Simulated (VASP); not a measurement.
# FTl in VASP: notebook, part 2 of 2

VASP 6.6.1.

## Step 4: Single point, LDA (last atom moved by 0.08 Å along z)

File INCAR:

```
SYSTEM = TlF
GGA      = CA             ! functional
ISMEAR   = 0              ! smearing method
SIGMA    = 0.03           ! smearing width, eV
LWAVE    = .FALSE.        ! write WAVECAR
LCHARG   = .FALSE.        ! write CHGCAR
ISIF     = 0              ! what is computed and relaxed
PREC     = Accurate       ! precision mode
LASPH    = .TRUE.         ! aspherical terms in the spheres
LREAL    = .FALSE.        ! projectors in reciprocal space
ALGO     = Normal         ! electronic algorithm
EDIFF    = 1E-6           ! SCF threshold, eV
NELM     = 120            ! most SCF steps
GGA_COMPAT= .FALSE.      
ENCUT    = 720            ! plane-wave cutoff, eV
EFERMI   = MIDGAP       
NELMDL   = -8           
NBANDS   = 30             ! bands
```

File KPOINTS:

```
k-points
0
Gamma
  1 1 1
```

File POSCAR:

```
TlF
1.0
    9.0000000000      0.0000000000      0.0000000000
    0.0000000000      9.0000000000      0.0000000000
    0.0000000000      0.0000000000     12.0000000000
F Tl
1 1
Direct
    0.5014444400      0.5023333300      0.4159817500
    0.5014444400      0.5023333300      0.5963515900
```

Potentials or basis: VASP PAW LDA potentials, release 64 (F, Tl_d).

The run is started by

```
cat potpaw_LDA.64/F/POTCAR potpaw_LDA.64/Tl_d/POTCAR > POTCAR
mpirun -np 1 vasp_gam > vasp.out
```

OUTCAR:

```text
SYSTEM = TlF
   GGA = CA
   ISMEAR = 0
   ISIF = 0
   PREC = Accurate
   LASPH = .TRUE.
   LREAL = .FALSE.
   EDIFF = 1E-6
   NELM = 120
   ENCUT = 720
   EFERMI = MIDGAP
   NELMDL = -8

 ion  position               nearest neighbor table
   1  0.501  0.502  0.416-   2 2.16
   2  0.501  0.502  0.596-   1 2.16

  LATTYP: Found a simple tetragonal cell.
 ALAT       =     9.0000000000
 C/A-ratio  =     1.3333333333

  Lattice vectors:

 A1 = (   9.0000000000,   0.0000000000,   0.0000000000)
 A2 = (   0.0000000000,   9.0000000000,   0.0000000000)
 A3 = (   0.0000000000,   0.0000000000,  12.0000000000)

Analysis of symmetry for initial positions (statically):
=====================================================================
 Subroutine PRICEL returns:
 Original cell was already a primitive cell.

 Routine SETGRP: Setting up the symmetry group for a
 simple tetragonal supercell.

 Subroutine GETGRP returns: Found  8 space group operations
 (whereof  1 operations were pure point group operations)
 out of a pool of 16 trial point group operations.

The static configuration has the point symmetry C_1 .
 The point group associated with its full space group is C_4v.

Analysis of symmetry for dynamics (positions and initial velocities):
=====================================================================
 Subroutine PRICEL returns:
 Original cell was already a primitive cell.

 Routine SETGRP: Setting up the symmetry group for a
 simple tetragonal supercell.

 Subroutine GETGRP returns: Found  8 space group operations
 (whereof  1 operations were pure point group operations)
 out of a pool of 16 trial point group operations.

The dynamic configuration has the point symmetry C_1 .
 The point group associated with its full space group is C_4v.

 Subroutine INISYM returns: Found  8 space group operations
 (whereof  1 operations are pure point group operations),
 and found     1 'primitive' translations

----------------------------------------------------------------------------------------

                                     Primitive cell

  volume of cell :     972.0000

  direct lattice vectors                    reciprocal lattice vectors
     9.000000000  0.000000000  0.000000000     0.111111111  0.000000000  0.000000000
     0.000000000  9.000000000  0.000000000     0.000000000  0.111111111  0.000000000
     0.000000000  0.000000000 12.000000000     0.000000000  0.000000000  0.083333333

  length of vectors
     9.000000000  9.000000000 12.000000000     0.111111111  0.111111111  0.083333333

  position of ions in fractional coordinates (direct lattice)
     0.501444440  0.502333330  0.415981750
     0.501444440  0.502333330  0.596351590

  ion indices of the primitive-cell ions
   primitive index   ion index
                 1           1
                 2           2

----------------------------------------------------------------------------------------

 KPOINTS: k-points

Automatic generation of k-mesh.
 Grid dimensions read from file:
 generate k-points for:    1    1    1

 Generating k-lattice:

  Cartesian coordinates                     Fractional coordinates (reciprocal lattice)
     0.111111111  0.000000000  0.000000000     1.000000000  0.000000000  0.000000000
     0.000000000  0.111111111  0.000000000     0.000000000  1.000000000  0.000000000
     0.000000000  0.000000000  0.083333333     0.000000000  0.000000000  1.000000000

  Length of vectors
     0.111111111  0.111111111  0.083333333

  Shift w.r.t. Gamma in fractional coordinates (k-lattice)
     0.000000000  0.000000000  0.000000000

 Subroutine IBZKPT returns following result:
 ===========================================

 Found      1 irreducible k-points:

 Following reciprocal coordinates:
            Coordinates               Weight
  0.000000  0.000000  0.000000      1.000000
   k-points           NKPTS =      1   k-points in BZ     NKDIM =      1   number of bands    NBANDS=     30
   number of dos      NEDOS =    301   number of ions     NIONS =      2
   total plane-waves  NPLWV = 691200
   dimension x,y,z NGX =    80 NGY =   80 NGZ =  108
   dimension x,y,z NGXF=   160 NGYF=  160 NGZF=  216
   ions per type =               1   1
   NGX,Y,Z   is equivalent  to a cutoff of  14.78, 14.78, 14.96 a.u.
   NGXF,Y,Z  is equivalent  to a cutoff of  29.55, 29.55, 29.92 a.u.
 SYSTEM =  TlF
   PREC   = accura    normal or accurate (medium, high low for compatibility)
   ISTART =      0    job   : 0-new  1-cont  2-samecut
   ICHARG =      2    charge: 1-file 2-atom 10-const
   ISPIN  =      1    spin polarized calculation?
   LNONCOLLINEAR =      F non collinear calculations
   LSORBIT =      F    spin-orbit coupling
   LASPH  =      T    aspherical Exc in radial PAW
   ENCUT  =  720.0 eV  52.92 Ry    7.27 a.u.  19.69 19.69 26.25*2*pi/ulx,y,z
   NELM   =    120;   NELMIN=  2; NELMDL= -8     # of ELM steps
   EDIFF  = 0.1E-05   stopping-criterion for ELM
   LREAL  =      F    real-space projection
   EDIFFG = 0.1E-04   stopping-criterion for IOM
   NSW    =      0    number of steps for IOM
   IBRION =     -1    ionic relax: 0-MD 1-quasi-New 2-CG
   NFREE  =      0    steps in history (QN), initial steepest desc. (CG)
   ISIF   =      0    stress and relaxation
   ISYM   =      2    0-nonsym 1-usesym 2-fastsym
   POTIM  = 0.5000    time-step for ionic-motion
   TEBEG  =    0.0;   TEEND  =   0.0 temperature during run

   SCALEE = 1.0000    scale energy and forces
   PSTRESS=    0.0 pullay stress
   NELECT =      20.0000    total number of electrons
   NUPDOWN=      -1.0000    fix difference up-down
   EMIN   =  10.00;   EMAX   =-10.00  energy-range for DOS
   EFERMI =   0.00;   METHOD = MIDGAP
   ISMEAR =     0;   SIGMA  =   0.03  broadening in eV -4-tet -1-fermi 0-gaus
   EFERMI_NEDOS =   21; number of points for ismear=-14 and -15
   IALGO  =     38    algorithm
   IMIX   =      4    mixing-type and parameters
     AMIX     =   0.40;   BMIX     =  1.00
     AMIX_MAG =   1.60;   BMIX_MAG =  1.00
  volume/ion in A,a.u.               =     486.00      3279.69
  Fermi-wavevector in a.u.,A,eV,Ry     =   0.448604  0.847738  2.738107  0.201245
  Thomas-Fermi vector in A             =   1.428188
   LORBIT       =      0    0 simple, 1 ext, 2 COOP (PROOUT), +10 PAW based schemes
   GGA     = CA    functional components
   LHFCALC =     F    Hartree Fock is set to
   AEXX    =    0.0000 exact exchange contribution
   IVDW    =     0    specifies the selected vdW correction
   LEPSILON=     F    determine dielectric tensor
   LRPA    =     F    only Hartree local field effects (RPA)

   CSHIFT  =0.1000    complex shift for real part using Kramers Kronig

   OMEGAMAX=  -1.0    maximum frequency
 non-spin polarized calculation
 Gauss-broadening in eV      SIGMA  =   0.03
  energy-cutoff  :      720.00
  volume of cell :      972.00
 maximum number of plane-waves:     21335
 NGX is ok and might be reduce to    80
   NGX = 39   NGY = 39   NGZ = 53

 number of electron      20.0000000 magnetization

 Free energy of the ion-electron system (eV)
  ---------------------------------------------------
  ext. energy  EPLUGINS =         0.00000000
  ---------------------------------------------------
  free energy    TOTEN  =        -6.78152532 eV

  energy without entropy =       -6.78152532  energy(sigma->0) =       -6.78152532

 E-fermi :  -4.3695     XC(G=0):  -1.0092

 val. band max:       -6.5789317422   @ k =   0.0000   0.0000   0.0000
 cond. band min:      -2.1601258292   @ k =   0.0000   0.0000   0.0000
 fundamental gap:      4.4188059131
 Fermi energy:        -4.3695287857

 k-point     1 :       0.0000    0.0000    0.0000
  band No.  band energies     occupation
      1     -25.1553      2.00000
      2     -15.8098      2.00000
      3     -15.8098      2.00000
      4     -15.5812      2.00000
      5     -15.5812      2.00000
      6     -15.4950      2.00000
[... 14 lines left out ...]
     21       2.4329      0.00000
     22       2.4329      0.00000
 [bands above 22 left out]

------------------------ aborting loop because EDIFF is reached ----------------------------------------

 VOLUME and BASIS-vectors are now :
 -----------------------------------------------------------------------------
  energy-cutoff  :      720.00
  volume of cell :      972.00
      direct lattice vectors                 reciprocal lattice vectors
     9.000000000  0.000000000  0.000000000     0.111111111  0.000000000  0.000000000
     0.000000000  9.000000000  0.000000000     0.000000000  0.111111111  0.000000000
     0.000000000  0.000000000 12.000000000     0.000000000  0.000000000  0.083333333

 POSITION                                       TOTAL-FORCE (eV/Angst)
 -----------------------------------------------------------------------------------
      4.51300      4.52100      4.99178        -0.000000      0.000000      0.944809
      4.51300      4.52100      7.15622         0.000000     -0.000000     -0.944809
 -----------------------------------------------------------------------------------
    total drift:                               -0.000045     -0.000013     -0.000595

  FREE ENERGIE OF THE ION-ELECTRON SYSTEM (eV)
  ---------------------------------------------------
  free  energy   TOTEN  =        -6.7815253217 eV

  energy  without entropy=       -6.7815253217  energy(sigma->0) =       -6.78152532
```

Run time: 45 s. Hardware: 1 thread of AMD EPYC 9R45 (Zen 5), shared host; peak memory 0.72 GiB.

What came out:

| Quantity | Value |
| --- | --- |
| Free energy | -6.7815 eV |
| Largest force | 0.945 eV/Å |
| Gap between the frontier levels | 4.42 eV |

Forces on the atoms (eV/Å):
```
F    0.000  0.000  0.945
Tl   0.000  0.000 -0.945
```

Caveat: the cell differs from its parent crystal (last atom moved by 0.08 Å along z); spin-orbit coupling is left out, which moves the levels of the heavy elements.

## Step 5: Summary

| level | potentials or basis | cell | cutoff (eV) | tolerance level | purpose | gap on the mesh (eV) | largest force (eV/Å) |
| --- | --- | --- | --- | --- | --- | --- | --- |
| AM05 | VASP PAW PBE potentials, release 64 (F, Tl_d) | as given, atomic positions A | 520 | standard | a run that is hard to end | 3.49 | 0.37 |
| LDA | VASP PAW LDA potentials, release 64 (F, Tl_d) | as given, atomic positions B | 520 | screening | forces | 4.42 | 0.94 |
| LDA | VASP PAW LDA potentials, release 64 (F, Tl_d) | as given, atomic positions B | 720 | screening | forces | 4.42 | 0.94 |

Alike in all rows: task single point; no spin polarisation; k mesh 1 × 1 × 1; smearing gaussian 0.03 eV.

Caveats: spin-orbit coupling is left out, which moves the levels of the heavy elements; the PAW data sets were made with another functional, which shifts forces and pressure a little (at least some runs).

Total energies depend on the potentials used, so only differences within one code and one set of settings carry meaning.
